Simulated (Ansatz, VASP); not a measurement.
**One calculation of CdSe, two programs**

```
CELL_PARAMETERS angstrom
4.35659 0.00000 0.00000
-2.17829 3.77291 0.00000
0.00000 0.00000 7.11238
ATOMIC_POSITIONS crystal
Cd 0.66667 0.33333 0.50000
Cd 0.33333 0.66667 0.00000
Se 0.66667 0.33333 0.88500
Se 0.33333 0.66667 0.38500
```

Change from the starting cell: volume scaled by 1.04.

Alike in both runs: task single point; functional LDA; k mesh 7 × 7 × 4; occupations fermi-dirac, width 0.05 eV; no spin polarisation.

```csv
,VASP,Ansatz
version,VASP 6.6.1,Ansatz 0.2.0
potentials or method,"VASP PAW LDA potentials, release 64 (Cd, Se), cutoff 520 eV","all-electron LAPW, scalar-relativistic"
```

VASP gave:

| Item | Value |
| --- | --- |
| gap on the k mesh at the Fermi level (eV) | 0.38 |
| least direct gap on the mesh (eV) | 0.38 |
| pressure (GPa) | -3.2 |
| traceless stress, the component that is largest in VASP (GPa) | -0.83 |
| rms of the force components (eV/Å) | 0.131 |

Problem. What did Ansatz give for the same quantities?

Solution. gap on the k mesh at the Fermi level (eV): 0.35; least direct gap on the mesh (eV): 0.35; pressure (GPa): -3.5; traceless stress, the component that is largest in VASP (GPa): -0.77; rms of the force components (eV/Å): 0.125.

LDA's correlation is that of Perdew and Zunger in VASP and of Perdew and Wang (1992) in Ansatz. Atom by atom the forces differ by 0.006 eV/Å (rms over components). Ansatz ran all-electron here, and VASP with PAW potentials.
